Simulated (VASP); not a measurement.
# AgCl (Fm-3m) in VASP: a series of runs, part 2 of 2

VASP 6.6.1. Earlier steps stand in the parts before.

## 3. Single point, PBEsol

This run uses another cell than the first one, of 17.81 Å³/atom.

Input file INCAR:

```
SYSTEM = AgCl
ALGO = Normal ; EDIFF = 1E-6
ENCUT = 520 ; GGA = PS
ISIF = 2 ; ISMEAR = 0
LASPH = .TRUE. ; LCHARG = .FALSE.
LREAL = .FALSE. ; LWAVE = .FALSE.
NBANDS = 16 ; NELM = 100
PREC = Accurate ; SIGMA = 0.01
```

Input file KPOINTS:

```
k-points
0
G
  8 8 8
  0 0 0
```

Input file POSCAR:

```
AgCl
1.0
    0.0000000000      2.6114069985      2.6114069985
    2.6114069985      0.0000000000      2.6114069985
    2.6114069985      2.6114069985      0.0000000000
Ag Cl
1 1
Direct
    0.0000000000      0.0000000000      0.0000000000
    0.5000000000      0.5000000000      0.5000000000
```

Potentials or basis: VASP PAW PBE potentials, release 64 (Ag, Cl).

On the command line:

```
$ cat potpaw_PBE.64/Ag/POTCAR potpaw_PBE.64/Cl/POTCAR > POTCAR
$ mpirun -np 1 vasp_std > vasp.out
```

OUTCAR:

```text
SYSTEM = AgCl
   EDIFF = 1E-6
   ENCUT = 520
   GGA = PS
   ISIF = 2
   ISMEAR = 0
   LASPH = .TRUE.
   LREAL = .FALSE.
   NELM = 100
   PREC = Accurate

 ion  position               nearest neighbor table
   1  0.000  0.000  0.000-   2 2.61   2 2.61   2 2.61   2 2.61   2 2.61   2 2.61
   2  0.500  0.500  0.500-   1 2.61   1 2.61   1 2.61   1 2.61   1 2.61   1 2.61

  LATTYP: Found a face centered cubic cell.
 ALAT       =     5.2228139970

  Lattice vectors:

[... 644 lines left out ...]

  FORCE on cell =-STRESS in cart. coord.  units (eV):
  Direction    XX          YY          ZZ          XY          YZ          ZX
  --------------------------------------------------------------------------------------
  -------------------------------------------------------------------------------------
  Total        2.1960860      2.1960860      2.1960860      0.0000000      0.0000000     -0.0000000
  in kB       98.7884652     98.7884652     98.7884652      0.0000000      0.0000000     -0.0000000
  external PRESSURE =      98.7884652 kB  Pullay stress =       0.0000000 kB

 VOLUME and BASIS-vectors are now :
 -----------------------------------------------------------------------------
  energy-cutoff  :      520.00
  volume of cell :       35.62
      direct lattice vectors                 reciprocal lattice vectors
     0.000000000  2.611406999  2.611406999    -0.191467665  0.191467665  0.191467665
     2.611406999  0.000000000  2.611406999     0.191467665 -0.191467665  0.191467665
     2.611406999  2.611406999  0.000000000     0.191467665  0.191467665 -0.191467665

 POSITION                                       TOTAL-FORCE (eV/Angst)
 -----------------------------------------------------------------------------------
      0.00000      0.00000      0.00000         0.000000      0.000000      0.000000
      2.61141      2.61141      2.61141        -0.000000     -0.000000     -0.000000
 -----------------------------------------------------------------------------------
    total drift:                                0.000000      0.000000      0.000000

  FREE ENERGIE OF THE ION-ELECTRON SYSTEM (eV)
  ---------------------------------------------------
  free  energy   TOTEN  =        -5.9305515750 eV

  energy  without entropy=       -5.9305515750  energy(sigma->0) =       -5.93055158
```

OSZICAR:

```text
N       E                     dE             d eps       ncg     rms          rms(c)
DAV:   1     0.997188134238E+02    0.99719E+02   -0.87544E+03   944   0.104E+03
DAV:   2    -0.281738974728E+01   -0.10254E+03   -0.94698E+02  1208   0.229E+02
DAV:   3    -0.607170249459E+01   -0.32543E+01   -0.32482E+01  1120   0.434E+01
DAV:   4    -0.609301445915E+01   -0.21312E-01   -0.21311E-01  1192   0.374E+00
DAV:   5    -0.609326757728E+01   -0.25312E-03   -0.25312E-03  1088   0.393E-01    0.106E+01
DAV:   6    -0.593653811789E+01    0.15673E+00   -0.28569E-01  1160   0.747E+00    0.679E+00
DAV:   7    -0.593206233369E+01    0.44758E-02   -0.69695E-02  1080   0.178E+00    0.239E+00
DAV:   8    -0.593060373399E+01    0.14586E-02   -0.29340E-03  1048   0.592E-01    0.322E-01
DAV:   9    -0.593053723069E+01    0.66503E-04   -0.52814E-04  1152   0.235E-01    0.442E-02
DAV:  10    -0.593054547127E+01   -0.82406E-05   -0.96021E-06  1216   0.350E-02    0.189E-02
DAV:  11    -0.593055166776E+01   -0.61965E-05   -0.56917E-06  1120   0.212E-02    0.880E-03
DAV:  12    -0.593055157503E+01    0.92728E-07   -0.12845E-07   624   0.405E-03
   1 F= -.59305516E+01 E0= -.59305516E+01  d E =-.379119E-41
```

It took 19 s on 1 thread of Intel Xeon 8259CL, shared host; peak memory 0.16 GiB.

Results:

| Item | Value |
| --- | --- |
| Free energy | -5.9306 eV |
| Pressure | 9.9 GPa |
| Band gap on the k mesh | 0.77 eV (least direct gap 3.47 eV) |

Levels at points of the mesh, in eV from the valence-band top:
| k point | band 6 | band 7 | band 8 | band 9 | band 10 | band 11 | band 12 | band 13 |
| --- | --- | --- | --- | --- | --- | --- | --- | --- |
| (0.00, 0.00, 0.00) | -3.32 | -3.13 | -3.13 | -3.13 | 0.77 | 10.67 | 10.67 | 10.67 |
| (0.50, 0.00, 0.00) | -2.79 | -2.36 | 0.00 | 0.00 | 3.47 | 7.11 | 7.11 | 7.53 |
| (0.50, 0.50, 0.00) | -3.03 | -2.61 | -2.61 | -2.35 | 1.88 | 7.60 | 9.09 | 12.32 |

Caveat: the cell stands under pressure; semilocal functionals underestimate gaps, and a narrow one can read as zero; the PAW data sets were made with another functional, which shifts forces and pressure a little. A k mesh can miss the band edges.

## 4. Single point, PBEsol

This run uses another cell than the first one, of 18.36 Å³/atom.

Input file INCAR:

```
SYSTEM = AgCl
  PREC = Accurate
  ENCUT = 520
  EDIFF = 1E-6
  ISMEAR = 0
  SIGMA = 0.01
  LREAL = .FALSE.
  LASPH = .TRUE.
  NELM = 60
  ALGO = Normal
  ISIF = 2
  LWAVE = .FALSE.
  LCHARG = .FALSE.
  GGA = PS
  NBANDS = 16
```

Input file KPOINTS:

```
regular mesh
0
G
  8 8 8
  0 0 0
```

Input file POSCAR:

```
AgCl
1.0
    0.0000000000      2.6381198864      2.6381198864
    2.6381198864      0.0000000000      2.6381198864
    2.6381198864      2.6381198864      0.0000000000
Ag Cl
1 1
Direct
    0.0000000000      0.0000000000      0.0000000000
    0.5000000000      0.5000000000      0.5000000000
```

On the command line:

```
$ cat potpaw_PBE.64/Ag/POTCAR potpaw_PBE.64/Cl/POTCAR > POTCAR
$ mpirun -np 1 vasp_std > vasp.out
```

Wall time 20 s (1 thread of Intel Xeon 8259CL, shared host); peak memory 0.16 GiB.

It converged, with:

```
Free energy            : -5.9886 eV
Pressure               : 6.9 GPa
Band gap on the k mesh : 0.75 eV (least direct gap 3.58 eV)
```

Levels at points of the mesh, in eV from the valence-band top:
```
           k point  band 5  band 6  band 7  band 8  band 9  band 10  band 11  band 12  band 13  band 14
(0.00, 0.00, 0.00)   -3.15   -3.15   -2.99   -2.99   -2.99     0.75    10.68    10.68    10.68    11.79
(0.50, 0.00, 0.00)   -2.65   -2.65   -2.25    0.00    0.00     3.58     7.20     7.20     7.33    13.59
(0.50, 0.50, 0.00)   -3.69   -2.87   -2.48   -2.48   -2.27     1.95     7.64     8.97    12.15    12.15
```

Caveat: the cell stands under pressure; semilocal functionals underestimate gaps, and a narrow one can read as zero; the PAW data sets were made with another functional, which shifts forces and pressure a little.

## 5. Single point, PBEsol

This run uses another cell than the first one, of 19.02 Å³/atom.

Input file INCAR:

```
SYSTEM = AgCl
PREC = Accurate
ENCUT = 520
EDIFF = 1E-7
ISMEAR = 0
SIGMA = 0.01
LREAL = .False.
LASPH = .True.
NELM = 100
ALGO = Normal
ISIF = 2
LWAVE = .False.
LCHARG = .False.
GGA = PS
NBANDS = 16
```

Input file KPOINTS:

```
regular mesh
0
Gamma
  8 8 8
  0 0 0
```

Input file POSCAR:

```
AgCl
1.0
    0.0000000000      2.6695610478      2.6695610478
    2.6695610478      0.0000000000      2.6695610478
    2.6695610478      2.6695610478      0.0000000000
Ag Cl
1 1
Direct
    0.0000000000      0.0000000000      0.0000000000
    0.5000000000      0.5000000000      0.5000000000
```

On the command line:

```
$ cat potpaw_PBE.64/Ag/POTCAR potpaw_PBE.64/Cl/POTCAR > POTCAR
$ mpirun -np 1 vasp_std > vasp.out
```

Wall time 19 s (1 thread of Intel Xeon 8259CL, shared host); peak memory 0.16 GiB.

Results (log left out):

- Free energy: -6.0336 eV
- Pressure: 3.9 GPa
- Band gap on the k mesh: 0.73 eV (least direct gap 3.46 eV)

Levels at points of the mesh, in eV from the valence-band top:
```csv
k point,band 5,band 6,band 7,band 8,band 9,band 10,band 11,band 12,band 13,band 14
"(0.00, 0.00, 0.00)",-2.96,-2.96,-2.82,-2.82,-2.82,0.73,10.70,10.70,10.70,11.87
"(0.50, 0.00, 0.00)",-2.51,-2.51,-2.13,0.00,0.00,3.69,7.10,7.29,7.29,13.62
"(0.50, 0.50, 0.00)",-3.46,-2.71,-2.35,-2.35,-2.17,2.02,7.70,8.85,11.95,11.95
```

Caveat: the cell stands under pressure; semilocal functionals underestimate gaps, and a narrow one can read as zero; the PAW data sets were made with another functional, which shifts forces and pressure a little.

## 6. Single point, PBEsol

This run uses another cell than the first one, of 19.87 Å³/atom.

Input file INCAR:

```
SYSTEM = AgCl
  PREC = Accurate
  ENCUT = 520
  EDIFF = 1E-6
  ISMEAR = 0
  SIGMA = 0.01
  LREAL = .False.
  LASPH = .True.
  NELM = 100
  ALGO = Normal
  ISIF = 2
  LWAVE = .False.
  LCHARG = .True.
  GGA = PS
  LELF = .True.
  LVHAR = .True.
  NBANDS = 16
```

Input file KPOINTS:

```
Automatic mesh
0
Gamma
  8 8 8
  0 0 0
```

Input file POSCAR:

```
AgCl
1.0
    0.0000000000      2.7084881540      2.7084881540
    2.7084881540      0.0000000000      2.7084881540
    2.7084881540      2.7084881540      0.0000000000
Ag Cl
1 1
Direct
    0.0000000000      0.0000000000      0.0000000000
    0.5000000000      0.5000000000      0.5000000000
```

Potentials or basis: VASP PAW PBE potentials, release 64 (Ag, Cl).

On the command line:

```
$ cat potpaw_PBE.64/Ag/POTCAR potpaw_PBE.64/Cl/POTCAR > POTCAR
$ mpirun -np 1 vasp_std > vasp.out
```

It took 19 s on 1 thread of Intel Xeon 8259CL, shared host; peak memory 0.17 GiB.

It converged, with:

* Free energy: -6.0591 eV
* Pressure: 0.9 GPa
* Band gap on the k mesh: 0.72 eV (least direct gap 3.29 eV)

Levels at points of the mesh, in eV from the valence-band top:
```tsv
k point	band 6	band 7	band 8	band 9	band 10	band 11	band 12	band 13
(0.00, 0.00, 0.00)	-2.74	-2.63	-2.63	-2.63	0.72	10.72	10.72	10.72
(0.50, 0.00, 0.00)	-2.34	-1.99	0.00	0.00	3.83	6.84	7.39	7.39
(0.50, 0.50, 0.00)	-2.52	-2.20	-2.20	-2.06	2.11	7.76	8.69	11.72
```

Caveat: semilocal functionals underestimate gaps, and a narrow one can read as zero; the PAW data sets were made with another functional, which shifts forces and pressure a little. A k mesh can miss the band edges.

## 7. Summary

| cell | gap on the mesh (eV) | pressure (GPa) |
| --- | --- | --- |
| a = 3.640 Å, angles 60.0°, 2 atoms | 0.80 | 14.9 |
| a = 3.693 Å, angles 60.0°, 2 atoms | 0.77 | 9.9 |
| a = 3.731 Å, angles 60.0°, 2 atoms | 0.75 | 6.9 |
| a = 3.775 Å, angles 60.0°, 2 atoms | 0.73 | 3.9 |
| a = 3.830 Å, angles 60.0°, 2 atoms | 0.72 | 0.9 |

Alike in all rows: task single point; level PBEsol; potentials or basis VASP PAW PBE potentials, release 64 (Ag, Cl); no spin polarisation; k mesh 8 × 8 × 8; cutoff (eV) 520; smearing gaussian 0.01 eV.

Caveats: the PAW data sets were made with another functional, which shifts forces and pressure a little; the cell stands under pressure (at least some runs); semilocal functionals underestimate gaps, and a narrow one can read as zero (at least some runs).

Absolute energies hang on the potentials; compare differences alone.
